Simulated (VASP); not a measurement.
# Cu (Fm-3m) in VASP: a series of runs

Runs on Cu. Level: r2SCAN. Tasks: single point.

Everything below comes from runs of VASP 6.6.1. Logs are shortened: lines on timing, memory, paths and dates and some standing lists are left out, and cuts for length are marked.

## Step 1: The cell of the first run

Symmetry: Fm-3m, No. 225, cubic system. The conventional cell has a = 3.576 Å, b = 3.576 Å, c = 3.576 Å, α = 90.00°, β = 90.00°, γ = 90.00°. Within 3.3 Å of Cu (site symmetry m-3m) lie 12 Cu at 2.53 Å.

## Step 2: Single point, r2SCAN

Contents of POSCAR:

```
Cu
1.0
    0.0000000000      1.7881324402      1.7881324402
    1.7881324402      0.0000000000      1.7881324402
    1.7881324402      1.7881324402      0.0000000000
Cu
1
Direct
    0.0000000000      0.0000000000      0.0000000000
```

Contents of INCAR.step1:

```
ALGO     = Normal         # electronic algorithm
EDIFF    = 1E-4           # SCF threshold, eV
ENCUT    = 520            # plane-wave cutoff, eV
GGA      = PE             # functional
ISMEAR   = -1             # smearing method
LASPH    = True           # aspherical terms in the spheres
LCHARG   = False          # write CHGCAR
LREAL    = False          # projectors in reciprocal space
LWAVE    = True           # write WAVECAR
NBANDS   = 12             # bands
NELM     = 80             # most SCF steps
PREC     = Accurate       # precision mode
SIGMA    = 0.1            # smearing width, eV
```

Contents of INCAR.step2:

```
ALGO     = Normal         # electronic algorithm
EDIFF    = 1E-6           # SCF threshold, eV
ENCUT    = 520            # plane-wave cutoff, eV
ISIF     = 2              # what is computed and relaxed
ISMEAR   = -1             # smearing method
ISTART   = 1            
LASPH    = True           # aspherical terms in the spheres
LCHARG   = False          # write CHGCAR
LMIXTAU  = True         
LREAL    = False          # projectors in reciprocal space
LWAVE    = False          # write WAVECAR
METAGGA  = R2SCAN         # meta-GGA
NBANDS   = 12             # bands
NELM     = 80             # most SCF steps
PREC     = Accurate       # precision mode
SIGMA    = 0.1            # smearing width, eV
```

Contents of KPOINTS:

```
k-points
0
Gamma
  9 9 9
```

Potentials or basis: VASP PAW PBE potentials, release 64 (Cu).

Started as:

```sh
> cat potpaw_PBE.64/Cu/POTCAR > POTCAR
> cp INCAR.step1 INCAR
> mpirun -np 1 vasp_std > vasp.out
> cp INCAR.step2 INCAR
> mpirun -np 1 vasp_std > vasp.out
```

OUTCAR:

```text
EDIFF = 1E-6
   ENCUT = 520
   ISIF = 2
   ISMEAR = -1
   ISTART = 1
   LASPH = True
   LREAL = False
   METAGGA = R2SCAN
   NELM = 80
   PREC = Accurate

 ion  position               nearest neighbor table
   1  0.000  0.000  0.000-

  LATTYP: Found a face centered cubic cell.
 ALAT       =     3.5762648804

  Lattice vectors:

 A1 = (   0.0000000000,   1.7881324402,   1.7881324402)
 A2 = (   1.7881324402,   0.0000000000,   1.7881324402)
 A3 = (   1.7881324402,   1.7881324402,   0.0000000000)

Analysis of symmetry for initial positions (statically):
=====================================================================
 Subroutine PRICEL returns:
 Original cell was already a primitive cell.

 Routine SETGRP: Setting up the symmetry group for a
 face centered cubic supercell.

 Subroutine GETGRP returns: Found 48 space group operations
 (whereof 48 operations were pure point group operations)
 out of a pool of 48 trial point group operations.

The static configuration has the point symmetry O_h .

Analysis of symmetry for dynamics (positions and initial velocities):
=====================================================================
 Subroutine PRICEL returns:
 Original cell was already a primitive cell.

 Routine SETGRP: Setting up the symmetry group for a
 face centered cubic supercell.

 Subroutine GETGRP returns: Found 48 space group operations
 (whereof 48 operations were pure point group operations)
 out of a pool of 48 trial point group operations.

The dynamic configuration has the point symmetry O_h .

 Subroutine INISYM returns: Found 48 space group operations
 (whereof 48 operations are pure point group operations),
 and found     1 'primitive' translations

----------------------------------------------------------------------------------------

                                     Primitive cell

  volume of cell :      11.4348

  direct lattice vectors                    reciprocal lattice vectors
     0.000000000  1.788132440  1.788132440    -0.279621346  0.279621346  0.279621346
     1.788132440  0.000000000  1.788132440     0.279621346 -0.279621346  0.279621346
     1.788132440  1.788132440  0.000000000     0.279621346  0.279621346 -0.279621346

  length of vectors
     2.528801148  2.528801148  2.528801148     0.484318378  0.484318378  0.484318378

  position of ions in fractional coordinates (direct lattice)
     0.000000000  0.000000000  0.000000000

  ion indices of the primitive-cell ions
   primitive index   ion index
                 1           1

----------------------------------------------------------------------------------------

 KPOINTS: k-points

Automatic generation of k-mesh.
 Grid dimensions read from file:
 generate k-points for:    9    9    9

 Generating k-lattice:

  Cartesian coordinates                     Fractional coordinates (reciprocal lattice)
    -0.031069038  0.031069038  0.031069038     0.111111111  0.000000000  0.000000000
     0.031069038 -0.031069038  0.031069038     0.000000000  0.111111111  0.000000000
     0.031069038  0.031069038 -0.031069038     0.000000000  0.000000000  0.111111111

  Length of vectors
     0.053813153  0.053813153  0.053813153

  Shift w.r.t. Gamma in fractional coordinates (k-lattice)
     0.000000000  0.000000000  0.000000000

 Subroutine IBZKPT returns following result:
 ===========================================

 Found     35 irreducible k-points:

 Following reciprocal coordinates:
            Coordinates               Weight
  0.000000  0.000000  0.000000      1.000000
  0.111111  0.000000  0.000000      8.000000
  0.222222  0.000000  0.000000      8.000000
  0.333333  0.000000  0.000000      8.000000
  0.444444  0.000000  0.000000      8.000000
  0.111111  0.111111  0.000000      6.000000
[... 16 lines left out ...]
 -0.333333  0.333333  0.000000     12.000000
  0.444444  0.444444  0.000000      6.000000
 [... further k-points ...]
   k-points           NKPTS =     35   k-points in BZ     NKDIM =     35   number of bands    NBANDS=     12
   number of dos      NEDOS =    301   number of ions     NIONS =      1
   total plane-waves  NPLWV =   8000
   dimension x,y,z NGX =    20 NGY =   20 NGZ =   20
   dimension x,y,z NGXF=    40 NGYF=   40 NGZF=   40
   ions per type =               1
   NGX,Y,Z   is equivalent  to a cutoff of  13.15, 13.15, 13.15 a.u.
   NGXF,Y,Z  is equivalent  to a cutoff of  26.30, 26.30, 26.30 a.u.
 SYSTEM =  unknown system
   PREC   = accura    normal or accurate (medium, high low for compatibility)
   ISTART =      1    job   : 0-new  1-cont  2-samecut
   ICHARG =      0    charge: 1-file 2-atom 10-const
   ISPIN  =      1    spin polarized calculation?
   LNONCOLLINEAR =      F non collinear calculations
   LSORBIT =      F    spin-orbit coupling
   LASPH  =      T    aspherical Exc in radial PAW
   ENCUT  =  520.0 eV  38.22 Ry    6.18 a.u.   4.70  4.70  4.70*2*pi/ulx,y,z
   NELM   =     80;   NELMIN=  2; NELMDL=  0     # of ELM steps
   EDIFF  = 0.1E-05   stopping-criterion for ELM
   LREAL  =      F    real-space projection
   EDIFFG = 0.1E-04   stopping-criterion for IOM
   NSW    =      0    number of steps for IOM
   IBRION =     -1    ionic relax: 0-MD 1-quasi-New 2-CG
   NFREE  =      0    steps in history (QN), initial steepest desc. (CG)
   ISIF   =      2    stress and relaxation
   ISYM   =      2    0-nonsym 1-usesym 2-fastsym
   POTIM  = 0.5000    time-step for ionic-motion
   TEBEG  =    0.0;   TEEND  =   0.0 temperature during run
   PSTRESS=    0.0 pullay stress
   NELECT =      11.0000    total number of electrons
   NUPDOWN=      -1.0000    fix difference up-down
   EMIN   =  10.00;   EMAX   =-10.00  energy-range for DOS
   EFERMI =   0.00;   METHOD = LEGACY
   ISMEAR =    -1;   SIGMA  =   0.10  broadening in eV -4-tet -1-fermi 0-gaus
   EFERMI_NEDOS =   21; number of points for ismear=-14 and -15
   IALGO  =     38    algorithm
   IMIX   =      4    mixing-type and parameters
     AMIX     =   0.40;   BMIX     =  1.00
     AMIX_MAG =   1.60;   BMIX_MAG =  1.00
  volume/ion in A,a.u.               =      11.43        77.17
  Fermi-wavevector in a.u.,A,eV,Ry     =   1.616079  3.053947 35.534510  2.611713
  Thomas-Fermi vector in A             =   2.710724
   LORBIT       =      0    0 simple, 1 ext, 2 COOP (PROOUT), +10 PAW based schemes
   METAGGA = R2SCAN    functional components
   LHFCALC =     F    Hartree Fock is set to
   AEXX    =    0.0000 exact exchange contribution
   IVDW    =     0    specifies the selected vdW correction
   LEPSILON=     F    determine dielectric tensor
   LRPA    =     F    only Hartree local field effects (RPA)
 non-spin polarized calculation
  energy-cutoff  :      520.00
  volume of cell :       11.43
 maximum number of plane-waves:       331
   NGX =  9   NGY =  9   NGZ =  9

 number of electron      11.0000012 magnetization

 Free energy of the ion-electron system (eV)
  ---------------------------------------------------
  ext. energy  EPLUGINS =         0.00000000
  ---------------------------------------------------
  free energy    TOTEN  =       -10.84263579 eV

  energy without entropy =      -10.83587744  energy(sigma->0) =      -10.83925662

 E-fermi :   7.8559     XC(G=0): -13.9600

 val. band max:        7.6782416148   @ k =   0.4444   0.3333   0.0000
 cond. band min:       7.9848361411   @ k =  -0.4444   0.1111   0.0000
 fundamental gap:      0.3065945263
 Fermi energy:         7.8558650706

 k-point     1 :       0.0000    0.0000    0.0000
  band No.  band energies     occupation
      1      -2.1221      2.00000
      2       4.5662      2.00000
      3       4.5662      2.00000
      4       4.5662      2.00000
      5       5.4245      2.00000
      6       5.4245      2.00000
      7      31.4489      0.00000
      8      34.7421      0.00000
      9      34.7421      0.00000
     10      34.7424      0.00000
     11      37.1585      0.00000
     12      37.1585      0.00000

 k-point     2 :       0.1111    0.0000    0.0000
  band No.  band energies     occupation
      1      -1.6476      2.00000
      2       4.4681      2.00000
      3       4.6482      2.00000
      4       4.6483      2.00000
      5       5.3966      2.00000
      6       5.3966      2.00000
      7      28.4733      0.00000
      8      32.3700      0.00000
      9      33.6090      0.00000
     10      33.6092      0.00000
     11      38.8826      0.00000
     12      38.8827      0.00000

 k-point     3 :       0.2222    0.0000    0.0000
  band No.  band energies     occupation
      1      -0.3055      2.00000
      2       4.2962      2.00000
      3       4.7363      2.00000
      4       4.7364      2.00000
      5       5.4593      2.00000
      6       5.4595      2.00000
      7      22.5078      0.00000
      8      31.6626      0.00000
      9      32.3846      0.00000
     10      32.3847      0.00000
     11      38.7203      0.00000
     12      38.7204      0.00000
[... 286 lines left out ...]
 k-point    23 :      -0.3333    0.3333    0.0000
  band No.  band energies     occupation
      1       3.4558      2.00000
      2       3.6094      2.00000
      3       4.4092      2.00000
      4       5.3459      2.00000
      5       5.8396      2.00000
      6      11.2873      0.00000
      7      14.0981      0.00000
      8      16.9701      0.00000
      9      25.6097      0.00000
     10      28.8130      0.00000
     11      43.2599      0.00000
     12      44.0471      0.00000

 k-point    24 :       0.4444    0.4444    0.0000
  band No.  band energies     occupation
      1       2.5472      2.00000
      2       3.0894      2.00000
      3       5.9902      2.00000
      4       6.1384      2.00000
      5       6.1384      2.00000
      6       8.4782      0.00396
      7      16.6635      0.00000
      8      22.0608      0.00000
      9      22.0609      0.00000
     10      26.3277      0.00000
     11      29.5814      0.00000
     12      51.9920      0.00000

 [... further k-points ...]

------------------------ aborting loop because EDIFF is reached ----------------------------------------

  FORCE on cell =-STRESS in cart. coord.  units (eV):
  Direction    XX          YY          ZZ          XY          YZ          ZX
  --------------------------------------------------------------------------------------
  -------------------------------------------------------------------------------------
  Total        0.0364627      0.0364627      0.0364627      0.0000000     -0.0000000      0.0000000
  in kB        5.1089374      5.1089374      5.1089374      0.0000000     -0.0000000      0.0000000
  external PRESSURE =       5.1089374 kB  Pullay stress =       0.0000000 kB

 VOLUME and BASIS-vectors are now :
 -----------------------------------------------------------------------------
  energy-cutoff  :      520.00
  volume of cell :       11.43
      direct lattice vectors                 reciprocal lattice vectors
     0.000000000  1.788132440  1.788132440    -0.279621346  0.279621346  0.279621346
     1.788132440  0.000000000  1.788132440     0.279621346 -0.279621346  0.279621346
     1.788132440  1.788132440  0.000000000     0.279621346  0.279621346 -0.279621346

 POSITION                                       TOTAL-FORCE (eV/Angst)
 -----------------------------------------------------------------------------------
      0.00000      0.00000      0.00000         0.000000      0.000000      0.000000
 -----------------------------------------------------------------------------------
    total drift:                                0.000000      0.000000      0.000000

  FREE ENERGIE OF THE ION-ELECTRON SYSTEM (eV)
  ---------------------------------------------------
  free  energy   TOTEN  =       -10.8426357908 eV

  energy  without entropy=      -10.8358774401  energy(sigma->0) =      -10.83925662
```

Wall time 19 s (1 thread of Intel Xeon Platinum 8488C (Sapphire Rapids), shared host); peak memory 0.12 GiB.

What came out:

```yaml
Free_energy: -10.8426 eV
Pressure: 0.5 GPa
```

Caveat: the PAW data sets were made with another functional, which shifts forces and pressure a little.

[end of part 1 of 2]
